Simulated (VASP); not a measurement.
Wanted: the native input for a VASP 6.6.1 run.

- Task: single point
- Functional: PBE
- Potentials or basis: VASP PAW PBE potentials, release 64 (Hf_pv, O)
- Cutoff: 520 eV
- k mesh: 8 × 8 × 8
- Occupations: gaussian, width 0.05 eV
- Spin: no spin polarisation
- Dipole correction: no
- Further INCAR settings: ALGO = Normal; EDIFF = 1e-06; NBANDS = 18

The structure of HfO2 lies in POSCAR:

```
HfO2
1.0
    0.0000000000      2.6125259052      2.4850856172
    2.6125259052      0.0000000000      2.4850856172
    2.6125259052      2.6125259052      0.0000000000
Hf O
1 2
Direct
    0.0000000000      0.0000000000      0.0000000000
    0.2500000000      0.2500000000      0.2500000000
    0.7500000000      0.7500000000      0.7500000000
```

This cell differs from its parent crystal: strain +0.025 along x and y, -0.025 along z.

One way to write it, as run:

INCAR

```
SYSTEM = HfO2
PREC = Accurate
ENCUT = 520
EDIFF = 1E-6
ISMEAR = 0
SIGMA = 0.05
LREAL = .FALSE.
LASPH = .TRUE.
NELM = 100
ALGO = Normal
ISIF = 2
LWAVE = .FALSE.
LCHARG = .FALSE.
GGA = PE
NBANDS = 18
```

KPOINTS

```
Automatic mesh
0
G
  8 8 8
  0 0 0
```

Potentials or basis: VASP PAW PBE potentials, release 64 (Hf_pv, O).

Run with:

```sh
$ cat potpaw_PBE.64/Hf_pv/POTCAR potpaw_PBE.64/O/POTCAR > POTCAR
$ mpirun -np 1 vasp_std > vasp.out
```

Results of the run:

```json
{"Pressure": "-8.9 GPa", "Band gap on the k mesh": "3.15 eV, indirect (least direct gap 3.28 eV)"}
```

Caveat: the cell differs from its parent crystal (strain +0.025 along x and y, -0.025 along z); spin-orbit coupling is left out, which moves the levels of the heavy elements.

Wall time 35 s on 1 thread of Intel(R) Xeon(R) Platinum 8488C (Sapphire Rapids), on a shared host, peak memory 0.17 GiB.
